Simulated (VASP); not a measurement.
Runs of VASP 6.6.1 on PbF2. The structure is that of space group I4/mmm (No. 139), or close to it. The cells are those of the table. 

| cell | gap on the mesh (eV) | pressure (GPa) |
| --- | --- | --- |
| a = 4.677, b = 4.677, c = 3.669 Å, angles 66.9, 66.9, 46.2°, 3 atoms | 2.33 | (c) |
| a = 4.366, b = 4.366, c = 3.952 Å, angles 63.1, 63.1, 53.8°, 3 atoms | 3.52 | (d) |
| a = 4.115, b = 4.115, c = 4.434 Å, angles 57.4, 57.4, 65.2°, 3 atoms | 3.70 | -2.3 |
| a = 4.089, b = 4.089, c = 4.849 Å, angles 53.6, 53.6, 72.7°, 3 atoms | 1.54 | (a) |
| a = 4.083, b = 4.083, c = 4.715 Å, angles 54.7, 54.7, 70.5°, 3 atoms | (b) | -3.1 |
| a = 4.092, b = 4.092, c = 4.563 Å, angles 56.1, 56.1, 67.8°, 3 atoms | 3.40 | -2.9 |
| a = 4.582, b = 4.582, c = 3.742 Å, angles 65.9, 65.9, 48.2°, 3 atoms | 2.63 | -5.1 |
| a = 4.173, b = 4.173, c = 4.258 Å, angles 59.3, 59.3, 61.3°, 3 atoms | 4.15 | -1.8 |
| a = 4.149, b = 4.149, c = 4.318 Å, angles 58.6, 58.6, 62.7°, 3 atoms | 4.02 | -1.9 |
| a = 4.277, b = 4.277, c = 4.069 Å, angles 61.6, 61.6, 56.8°, 3 atoms | 3.98 | -2.0 |
| a = 4.463, b = 4.463, c = 3.848 Å, angles 64.5, 64.5, 51.1°, 3 atoms | 3.08 | -3.8 |

Alike in all rows: task single point; level PBEsol; potentials or basis VASP PAW PBE potentials, release 64 (Pb_d, F); no spin polarisation; k mesh 8 × 8 × 8; cutoff (eV) 520; smearing gaussian 0.05 eV.

Problem. Fill in the values left out.

Solution. (a) -2.6; (b) 2.81; (c) -6.0; (d) -2.8.

Caveats: the PAW data sets were made with another functional, which shifts forces and pressure a little; spin-orbit coupling is left out, which moves the levels of the heavy elements.

A k mesh can miss the band edges, and the runs leave out spin-orbit coupling on Pb.
